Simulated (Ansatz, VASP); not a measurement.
One calculation of WSe2, two programs

```
W Se
1.0
     3.29000    0.00000    0.00000
    -1.64500    2.84922    0.00000
     0.00000    0.00000   12.97000
W Se
2 4
Direct
  0.33333 0.66667 0.25000
  0.66667 0.33333 0.75000
  0.33333 0.66667 0.62100
  0.66667 0.33333 0.12100
  0.33333 0.66667 0.87900
  0.66667 0.33333 0.37900
```

Alike in both runs: task single point; functional PBEsol; k mesh 11 × 11 × 3; occupations fermi-dirac, width 0.08 eV; no spin polarisation.

|  | VASP | Ansatz |
| --- | --- | --- |
| version | VASP 6.6.1 | Ansatz 0.2.0 |
| potentials or method | VASP PAW PBE potentials, release 64 (W_sv, Se), cutoff 520 eV | all-electron LAPW, scalar-relativistic |

```tsv
	VASP	Ansatz	Ansatz less VASP
pressure (GPa)	-0.8	-1.2	-0.36
traceless stress, the component that is largest in VASP (GPa)	0.81	0.71	-0.097
rms of the force components (eV/Å)	0.033	0.059	+0.0257
```

VASP's potentials were made for PBE, not for PBEsol. Atom by atom the forces differ by 0.026 eV/Å (rms over components). Ansatz ran all-electron here, and VASP with PAW potentials.

Spin-orbit coupling is off throughout.
